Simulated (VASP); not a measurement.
Write the native input for VASP 6.6.1 that does the following.

```yaml
Task: single point
Functional: PBE
Potentials_or_basis: VASP PAW PBE potentials, release 64 (C, F, H)
Cutoff: 520 eV
k_mesh: 2 × 2 × 1
Occupations: gaussian, width 0.02 eV
Spin: no spin polarisation
Dipole_correction: no
Further_INCAR_settings: LREAL = Auto; ALGO = Normal; EDIFF = 1e-07; NBANDS = 56
```

The structure of HC18F lies in POSCAR:

```
HC18F
1.0
    7.3980000000      0.0000000000      0.0000000000
   -3.6990000000      6.4068560000      0.0000000000
    0.0000000000      0.0000000000     11.0000000000
C F H
18 1 1
Direct
    0.0019085621      0.0055381298      0.0835810000
    0.2251439102      0.1172264524      0.0837707273
    0.0044872388      0.3407730718      0.0839314545
    0.2249860722      0.4516023148      0.0790541818
    0.0040794484      0.6724527600      0.0823162727
    0.2252171848      0.7826314498      0.0814316364
    0.3364233749      0.0055272040      0.0859221818
    0.5555179672      0.1121692137      0.0920541818
    0.3366452882      0.3404143936      0.0807451818
    0.5552616995      0.4523238855      0.0836173636
    0.3353796535      0.6722962089      0.0820260909
    0.5573139198      0.7831906945      0.0890929091
    0.6686771647      0.0054284036      0.0886672727
    0.8908794947      0.1162737230      0.0862363636
    0.6689643139      0.3402451998      0.1110908182
    0.8970485039      0.4531426959      0.0886736364
    0.6695601692      0.6728278269      0.0842070000
    0.8906959450      0.7832718575      0.0824693636
    0.6046669029      0.7234322107      0.2782075455
    0.6660832513      0.3528980517      0.2135107273
```

One way to write it, as run:

INCAR

```
SYSTEM = HC18F
PREC     = Accurate       ! precision mode
ENCUT    = 520            ! plane-wave cutoff, eV
EDIFF    = 1E-7           ! SCF threshold, eV
ISMEAR   = 0              ! smearing method
SIGMA    = 0.02           ! smearing width, eV
LREAL    = Auto         
LASPH    = .True.         ! aspherical terms in the spheres
NELM     = 60             ! most SCF steps
ALGO     = Normal         ! electronic algorithm
ISIF     = 2              ! what is computed and relaxed
LWAVE    = .False.        ! write WAVECAR
LCHARG   = .False.        ! write CHGCAR
GGA      = PE             ! functional
NBANDS   = 56             ! bands
```

KPOINTS

```
regular mesh
0
Gamma
  2 2 1
  0 0 0
```

Potentials or basis: VASP PAW PBE potentials, release 64 (C, F, H).

Launch:

```sh
$ cat potpaw_PBE.64/C/POTCAR potpaw_PBE.64/F/POTCAR potpaw_PBE.64/H/POTCAR > POTCAR
$ mpirun -np 1 vasp_std > vasp.out
```

It gave:

```
Largest force          : 0.115 eV/Å
Band gap on the k mesh : 0.16 eV (least direct gap 0.18 eV)
```

Caveat: the k points lie up to 0.49 Å⁻¹ apart.

Run time: 5.3 min on 1 thread of AMD EPYC 9R14 (Zen 4) (shared host), peak memory 0.56 GiB.
